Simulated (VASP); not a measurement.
WC:

```
W C
1.0
     0.00000    2.19268    2.19268
     2.19268    0.00000    2.19268
     2.19268    2.19268    0.00000
W C
1 1
Cartesian
  0.0000 0.0000 0.0000
  2.1927 2.1927 2.1927
```

- Program: VASP 6.6.1
- Task: relaxation of cell and atoms
- Functional: PBEsol
- Potentials or basis: VASP PAW PBE potentials, release 64 (W_sv, C)
- Cutoff: 600 eV
- k mesh: 10 × 10 × 10
- Occupations: fermi-dirac, width 0.05 eV
- Spin: no spin polarisation

At the start: pressure -9.3 GPa; volume 10.54 Å³/atom.

Problem. Where does the relaxation end?

Solution. Over 3 steps the energy falls by 7.8 meV/atom and the volume is 10.29 Å³/atom (-2.4 %); space group Fm-3m (No. 225, to 0.05 Å).

The path:
| step | energy change (eV) | largest force (eV/Å) | pressure (GPa) | volume (Å³) |
| --- | --- | --- | --- | --- |
| 1 | 0.0000 | 0.0000 | -9.33 | 21.08 |
| 2 | 0.0953 | 0.0000 | 29.13 | 19.27 |
| 3 | -0.0156 | 0.0000 | -0.22 | 20.57 |

Final structure:
```
W C
1.0
     0.00000    2.17477    2.17477
     2.17477    0.00000    2.17477
     2.17477    2.17477    0.00000
W C
1 1
Direct
  0.00000 0.00000 0.00000
  0.50000 0.50000 0.50000
```

Caveat: the PAW data sets were made with another functional, which shifts forces and pressure a little.
